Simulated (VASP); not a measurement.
Wanted: the native input for a VASP 6.6.1 run.

* Task: single point
* Functional: PBE
* Potentials or basis: VASP PAW PBE potentials, release 64 (Ba_sv, Zr_sv, O)
* Cutoff: 520 eV
* k mesh: 6 × 6 × 6
* Occupations: gaussian, width 0.01 eV
* Spin: no spin polarisation
* Dipole correction: no
* Further INCAR settings: ALGO = Normal; EDIFF = 1e-06; NBANDS = 28

The structure of BaZrO3 lies in POSCAR:

```
BaZrO3
1.0
    4.0466942773      0.0000000000      0.0000000000
    0.0000000000      4.0466942773      0.0000000000
    0.0000000000      0.0000000000      4.0466942773
Ba Zr O
1 1 3
Direct
    0.0000000000      0.0000000000      0.0000000000
    0.5000000000      0.5000000000      0.5000000000
    0.0000000000      0.5000000000      0.5000000000
    0.5000000000      0.0000000000      0.5000000000
    0.5000000000      0.5000000000      0.0000000000
```

One way to write it, as run:

INCAR

```
  PREC = Accurate
  ENCUT = 520
  EDIFF = 1E-6
  ISMEAR = 0
  SIGMA = 0.01
  LREAL = F
  LASPH = T
  NELM = 100
  ALGO = Normal
  ISIF = 2
  LWAVE = F
  LCHARG = T
  GGA = PE
  LELF = T
  LVHAR = T
  NBANDS = 28
```

KPOINTS

```
regular mesh
0
Gamma
  6 6 6
```

Potentials or basis: VASP PAW PBE potentials, release 64 (Ba_sv, Zr_sv, O).

Launch:

```sh
$ cat potpaw_PBE.64/Ba_sv/POTCAR potpaw_PBE.64/Zr_sv/POTCAR potpaw_PBE.64/O/POTCAR > POTCAR
$ mpirun -np 1 vasp_std > vasp.out
```

Results of the run:

The pressure is 27.8 GPa and the band gap on the k mesh is 3.40 eV, indirect (least direct gap 3.46 eV).

Caveat: spin-orbit coupling is left out, which moves the levels of the heavy elements.

Run time: 54 s on 1 thread of Intel Xeon 6975P-C, with other jobs on the host, peak memory 0.19 GiB.
